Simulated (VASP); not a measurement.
# Ti8C3N5 (R-3m) in VASP: single point with PBEsol

Aim: the single point of Ti8C3N5 with PBEsol.

Program: VASP 6.6.1. These are calculated values, not measurements. Logs are shortened: lines on timing, memory, paths and dates and some standing lists are left out, and cuts for length are marked.

## (1) The cell of the first run

It takes space group R-3m (No. 166, trigonal). The conventional cell has a = 5.988 Å, b = 5.988 Å, c = 14.695 Å, α = 90.00°, β = 90.00°, γ = 120.00°. Within 2.8 Å of Ti (site symmetry m) lie 2 C at 2.11 Å and 4 N at 2.12 to 2.13 Å. Ti (site symmetry 3m) has 3 N at 2.12 Å and 3 C at 2.12 Å within 2.8 Å. Within 2.8 Å of N (site symmetry 2/m) lie 6 Ti at 2.12 to 2.13 Å. Within 2.8 Å of N (site symmetry -3m) lie 6 Ti at 2.12 Å. N (site symmetry -3m) has 6 Ti at 2.12 Å within 2.8 Å. Within 2.8 Å of C (site symmetry 2/m) lie 6 Ti at 2.11 to 2.12 Å.

## (2) Single point, PBEsol

File INCAR:

```
PREC = Accurate ; ENCUT = 520
EDIFF = 1E-7 ; ISMEAR = 0
SIGMA = 0.1 ; LREAL = Auto
LASPH = True ; NELM = 100
ALGO = Normal ; ISIF = 2
LWAVE = False ; LCHARG = True
GGA = PS ; LELF = True
LVHAR = True ; NBANDS = 80
```

File KPOINTS:

```
Automatic mesh
0
Gamma
  8 8 8
```

File POSCAR:

```
Ti8C3N5
1.0
   -4.2344525415      4.2344525415      0.0000000000
   -4.2344525415      0.0000000000      4.2344525415
    0.0049980556      4.2394505971      4.2394505971
Ti N C
8 5 3
Direct
   -0.0000625560     -0.0000625560      0.0022079071
    0.4979172050     -0.0000625560      0.0022079071
   -0.0000625560      0.4979172050      0.0022079071
   -0.0000024070     -0.0000024070      0.5000072209
    0.5000024070      0.5000024070     -0.0000072209
    0.5000625560      0.0020827950      0.4977920929
    0.0020827950      0.5000625560      0.4977920929
    0.5000625560      0.5000625560      0.4977920929
    0.7500000000      0.7500000000      0.7500000000
    0.2500000000      0.7500000000      0.7500000000
    0.7500000000      0.2500000000      0.7500000000
    0.7500000000      0.7500000000      0.2500000000
    0.2500000000      0.2500000000      0.7500000000
    0.2500000000      0.7500000000      0.2500000000
    0.7500000000      0.2500000000      0.2500000000
    0.2500000000      0.2500000000      0.2500000000
```

Potentials or basis: VASP PAW PBE potentials, release 64 (Ti_sv, N, C).

Started as:

```
cat potpaw_PBE.64/Ti_sv/POTCAR potpaw_PBE.64/N/POTCAR potpaw_PBE.64/C/POTCAR > POTCAR
mpirun -np 1 vasp_std > vasp.out
```

OUTCAR:

```text
PREC = Accurate
   ENCUT = 520
   EDIFF = 1E-7
   ISMEAR = 0
   LREAL = Auto
   LASPH = True
   NELM = 100
   ISIF = 2
   GGA = PS

 ion  position               nearest neighbor table
   1  1.000  1.000  0.002-  14 2.11  15 2.11  12 2.12  13 2.12  10 2.13  11 2.13
   2  0.498  1.000  0.002-  16 2.11  14 2.11  12 2.12  13 2.12  11 2.13   9 2.13
   3  1.000  0.498  0.002-  16 2.11  15 2.11  12 2.12  13 2.12  10 2.13   9 2.13
   4  1.000  1.000  0.500-   9 2.12  10 2.12  11 2.12  14 2.12  15 2.12  16 2.12
   5  0.500  0.500  1.000-   9 2.12  10 2.12  11 2.12  14 2.12  15 2.12  16 2.12
   6  0.500  0.002  0.498-  16 2.11  15 2.11  12 2.12  13 2.12  10 2.13   9 2.13
[... 8 lines left out ...]
  15  0.750  0.250  0.250-   1 2.11   8 2.11   6 2.11   3 2.11   4 2.12   5 2.12
  16  0.250  0.250  0.250-   2 2.11   7 2.11   6 2.11   3 2.11   4 2.12   5 2.12

  LATTYP: Found a trigonal (rhomboedric) cell.
 ALAT       =     5.9954906147
 COS(alpha) =     0.5011785912

  Lattice vectors:

 A1 = (   4.2394505971,   0.0049980556,   4.2394505971)
 A2 = (   4.2394505971,   4.2394505971,   0.0049980556)
 A3 = (   0.0049980556,   4.2394505971,   4.2394505971)

Analysis of symmetry for initial positions (statically):
=====================================================================
 Subroutine PRICEL returns:
 Original cell was already a primitive cell.

 Routine SETGRP: Setting up the symmetry group for a
 trigonal (rhombohedral) supercell.

 Subroutine GETGRP returns: Found 12 space group operations
 (whereof  2 operations were pure point group operations)
 out of a pool of 12 trial point group operations.

The static configuration has the point symmetry C_1h.
 The point group associated with its full space group is D_3d.

Analysis of symmetry for dynamics (positions and initial velocities):
=====================================================================
 Subroutine PRICEL returns:
 Original cell was already a primitive cell.

 Routine SETGRP: Setting up the symmetry group for a
 trigonal (rhombohedral) supercell.

 Subroutine GETGRP returns: Found 12 space group operations
 (whereof  2 operations were pure point group operations)
 out of a pool of 12 trial point group operations.

The dynamic configuration has the point symmetry C_1h.
 The point group associated with its full space group is D_3d.

 Subroutine INISYM returns: Found 12 space group operations
 (whereof  2 operations are pure point group operations),
 and found     1 'primitive' translations

----------------------------------------------------------------------------------------

                                     Primitive cell

  volume of cell :     152.1213

  direct lattice vectors                    reciprocal lattice vectors
    -4.234452541  4.234452541  0.000000000    -0.118009456  0.118148582 -0.118009456
    -4.234452541  0.000000000  4.234452541    -0.118009456 -0.118009456  0.118148582
     0.004998056  4.239450597  4.239450597     0.117870329  0.117870329  0.117870329

  length of vectors
     5.988420213  5.988420213  5.995490615     0.204478729  0.204478729  0.204157399

  position of ions in fractional coordinates (direct lattice)
     0.999937444  0.999937444  0.002207907
     0.497917205  0.999937444  0.002207907
     0.999937444  0.497917205  0.002207907
     0.999997593  0.999997593  0.500007221
     0.500002407  0.500002407  0.999992779
     0.500062556  0.002082795  0.497792093
[... 8 lines left out ...]
     0.750000000  0.250000000  0.250000000
     0.250000000  0.250000000  0.250000000

  ion indices of the primitive-cell ions
   primitive index   ion index
                 1           1
                 2           2
                 3           3
                 4           4
                 5           5
                 6           6
[... 8 lines left out ...]
                15          15
                16          16

----------------------------------------------------------------------------------------

 KPOINTS: Automatic mesh

Automatic generation of k-mesh.
 Grid dimensions read from file:
 generate k-points for:    8    8    8

 Generating k-lattice:

  Cartesian coordinates                     Fractional coordinates (reciprocal lattice)
    -0.014751182  0.014768573 -0.014751182     0.125000000  0.000000000  0.000000000
    -0.014751182 -0.014751182  0.014768573     0.000000000  0.125000000  0.000000000
     0.014733791  0.014733791  0.014733791     0.000000000  0.000000000  0.125000000

  Length of vectors
     0.025559841  0.025559841  0.025519675

  Shift w.r.t. Gamma in fractional coordinates (k-lattice)
     0.000000000  0.000000000  0.000000000

 Subroutine IBZKPT returns following result:
 ===========================================

 Found     65 irreducible k-points:

 Following reciprocal coordinates:
            Coordinates               Weight
  0.000000  0.000000  0.000000      1.000000
  0.125000  0.000000  0.000000      6.000000
  0.250000  0.000000  0.000000      6.000000
  0.375000  0.000000  0.000000      6.000000
  0.500000  0.000000  0.000000      3.000000
  0.125000  0.125000 -0.000000      6.000000
[... 16 lines left out ...]
  0.250000  0.000000  0.125000      6.000000
  0.375000  0.000000  0.125000      6.000000
 [... further k-points ...]
   k-points           NKPTS =     65   k-points in BZ     NKDIM =     65   number of bands    NBANDS=     80
   number of dos      NEDOS =    301   number of ions     NIONS =     16
   total plane-waves  NPLWV = 110592
   dimension x,y,z NGX =    48 NGY =   48 NGZ =   48
   dimension x,y,z NGXF=    96 NGYF=   96 NGZF=   96
   ions per type =               8   5   3
   NGX,Y,Z   is equivalent  to a cutoff of  13.33, 13.33, 13.31 a.u.
   NGXF,Y,Z  is equivalent  to a cutoff of  26.65, 26.65, 26.62 a.u.
 SYSTEM =  unknown system
   PREC   = accura    normal or accurate (medium, high low for compatibility)
   ISTART =      0    job   : 0-new  1-cont  2-samecut
   ICHARG =      2    charge: 1-file 2-atom 10-const
   ISPIN  =      1    spin polarized calculation?
   LNONCOLLINEAR =      F non collinear calculations
   LSORBIT =      F    spin-orbit coupling
   LASPH  =      T    aspherical Exc in radial PAW
   ENCUT  =  520.0 eV  38.22 Ry    6.18 a.u.  11.13 11.13 11.15*2*pi/ulx,y,z
   NELM   =    100;   NELMIN=  2; NELMDL= -5     # of ELM steps
   EDIFF  = 0.1E-06   stopping-criterion for ELM
   LREAL  =      T    real-space projection
   EDIFFG = 0.1E-05   stopping-criterion for IOM
   NSW    =      0    number of steps for IOM
   IBRION =     -1    ionic relax: 0-MD 1-quasi-New 2-CG
   NFREE  =      0    steps in history (QN), initial steepest desc. (CG)
   ISIF   =      2    stress and relaxation
   ISYM   =      2    0-nonsym 1-usesym 2-fastsym
   POTIM  = 0.5000    time-step for ionic-motion
   TEBEG  =    0.0;   TEEND  =   0.0 temperature during run
   PSTRESS=    0.0 pullay stress
   NELECT =     133.0000    total number of electrons
   NUPDOWN=      -1.0000    fix difference up-down
   EMIN   =  10.00;   EMAX   =-10.00  energy-range for DOS
   EFERMI =   0.00;   METHOD = LEGACY
   ISMEAR =     0;   SIGMA  =   0.10  broadening in eV -4-tet -1-fermi 0-gaus
   EFERMI_NEDOS =   21; number of points for ismear=-14 and -15
   IALGO  =     38    algorithm
   IMIX   =      4    mixing-type and parameters
     AMIX     =   0.40;   BMIX     =  1.00
     AMIX_MAG =   1.60;   BMIX_MAG =  1.00
  volume/ion in A,a.u.               =       9.51        64.16
  Fermi-wavevector in a.u.,A,eV,Ry     =   1.565412  2.958200 33.341283  2.450515
  Thomas-Fermi vector in A             =   2.667892
   LORBIT       =      0    0 simple, 1 ext, 2 COOP (PROOUT), +10 PAW based schemes
   GGA     = PS    functional components
   LHFCALC =     F    Hartree Fock is set to
   AEXX    =    0.0000 exact exchange contribution
   IVDW    =     0    specifies the selected vdW correction
   LEPSILON=     F    determine dielectric tensor
   LRPA    =     F    only Hartree local field effects (RPA)
 non-spin polarized calculation
 Gauss-broadening in eV      SIGMA  =   0.10
  energy-cutoff  :      520.00
  volume of cell :      152.12
 maximum number of plane-waves:      4128
 NGX is ok and might be reduce to    48
   NGX = 23   NGY = 23   NGZ = 23

 number of electron     133.0000006 magnetization

 Free energy of the ion-electron system (eV)
  ---------------------------------------------------
  ext. energy  EPLUGINS =         0.00000000
  ---------------------------------------------------
  free energy    TOTEN  =      -163.80152175 eV

  energy without entropy =     -163.77676564  energy(sigma->0) =     -163.78914370

 E-fermi :  11.0143     XC(G=0): -13.2274

 val. band max:       11.0124534794   @ k =  -0.2500   0.5000   0.2500
 cond. band min:      11.0149311192   @ k =  -0.2500   0.0000   0.3750
 fundamental gap:      0.0024776398
 Fermi energy:        11.0143018757

 k-point     1 :       0.0000    0.0000    0.0000
  band No.  band energies     occupation
      1     -46.2599      2.00000
      2     -46.1790      2.00000
      3     -46.1784      2.00000
      4     -46.1784      2.00000
      5     -46.1460      2.00000
      6     -46.1460      2.00000
[... 70 lines left out ...]
     77      13.0835      0.00000
     78      13.0953      0.00000

 k-point     2 :       0.1250    0.0000    0.0000
  band No.  band energies     occupation
      1     -46.2565      2.00000
      2     -46.1811      2.00000
      3     -46.1777      2.00000
      4     -46.1772      2.00000
      5     -46.1473      2.00000
      6     -46.1473      2.00000
[... 70 lines left out ...]
     77      13.0118      0.00000
     78      13.1020      0.00000
[... 1699 lines left out ...]
     77      13.0285      0.00000
     78      13.0658      0.00000

 k-point    24 :       0.3750    0.0000    0.1250
  band No.  band energies     occupation
      1     -46.2354      2.00000
      2     -46.1953      2.00000
      3     -46.1738      2.00000
      4     -46.1688      2.00000
      5     -46.1598      2.00000
      6     -46.1507      2.00000
[... 70 lines left out ...]
     77      13.1780      0.00000
     78      13.1802      0.00000

 [... further k-points ...]

 [bands above 78 left out]

------------------------ aborting loop because EDIFF is reached ----------------------------------------

  FORCE on cell =-STRESS in cart. coord.  units (eV):
  Direction    XX          YY          ZZ          XY          YZ          ZX
  --------------------------------------------------------------------------------------
  -------------------------------------------------------------------------------------
  Total        0.2710909      0.2710909      0.2710909      0.0120970      0.0120970      0.0120970
  in kB        2.8551934      2.8551934      2.8551934      0.1274081      0.1274081      0.1274081
  external PRESSURE =       2.8551934 kB  Pullay stress =       0.0000000 kB

 VOLUME and BASIS-vectors are now :
 -----------------------------------------------------------------------------
  energy-cutoff  :      520.00
  volume of cell :      152.12
      direct lattice vectors                 reciprocal lattice vectors
    -4.234452541  4.234452541  0.000000000    -0.118009456  0.118148582 -0.118009456
    -4.234452541  0.000000000  4.234452541    -0.118009456 -0.118009456  0.118148582
     0.004998056  4.239450597  4.239450597     0.117870329  0.117870329  0.117870329

 POSITION                                       TOTAL-FORCE (eV/Angst)
 -----------------------------------------------------------------------------------
     -8.46836      4.24355      4.24355         0.000298      0.008008      0.008008
     -6.34258      2.11777      4.24355         0.008008      0.000298      0.008008
     -6.34258      4.24355      2.11777         0.008008      0.008008      0.000298
     -8.46639      6.35420      6.35420        -0.003566     -0.003566     -0.003566
     -4.22947      6.35666      6.35666         0.003566      0.003566      0.003566
     -2.12382      4.22786      2.11918        -0.008008     -0.008008     -0.000298
[... 8 lines left out ...]
     -4.23320      4.23570      2.11848        -0.000000     -0.000000      0.000000
     -2.11598      2.11848      2.11848        -0.000000     -0.000000      0.000000
 -----------------------------------------------------------------------------------
    total drift:                               -0.000000     -0.000000     -0.000000

  FREE ENERGIE OF THE ION-ELECTRON SYSTEM (eV)
  ---------------------------------------------------
  free  energy   TOTEN  =      -163.8015217514 eV

  energy  without entropy=     -163.7767656414  energy(sigma->0) =     -163.78914370
```

Wall time 42 min (1 thread of Intel Xeon Platinum 8488C (Sapphire Rapids), shared host); peak memory 0.64 GiB.

Results:

```yaml
Free_energy: -163.8015 eV
Pressure: 0.3 GPa
Largest_force: 0.011 eV/Å
Band_gap_on_the_k_mesh: zero (an odd number of electrons rules out a gap without spin polarisation)
```

Forces on the atoms (eV/Å):
```
Ti   0.000  0.008  0.008
Ti   0.008  0.000  0.008
Ti   0.008  0.008  0.000
Ti  -0.004 -0.004 -0.004
Ti   0.004  0.004  0.004
Ti  -0.008 -0.008  0.000
Ti  -0.008  0.000 -0.008
Ti   0.000 -0.008 -0.008
N    0.000  0.000  0.000
N    0.000  0.000  0.000
N    0.000  0.000  0.000
N    0.000  0.000  0.000
N    0.000  0.000  0.000
C    0.000  0.000  0.000
C    0.000  0.000  0.000
C    0.000  0.000  0.000
```

Caveat: the PAW data sets were made with another functional, which shifts forces and pressure a little.
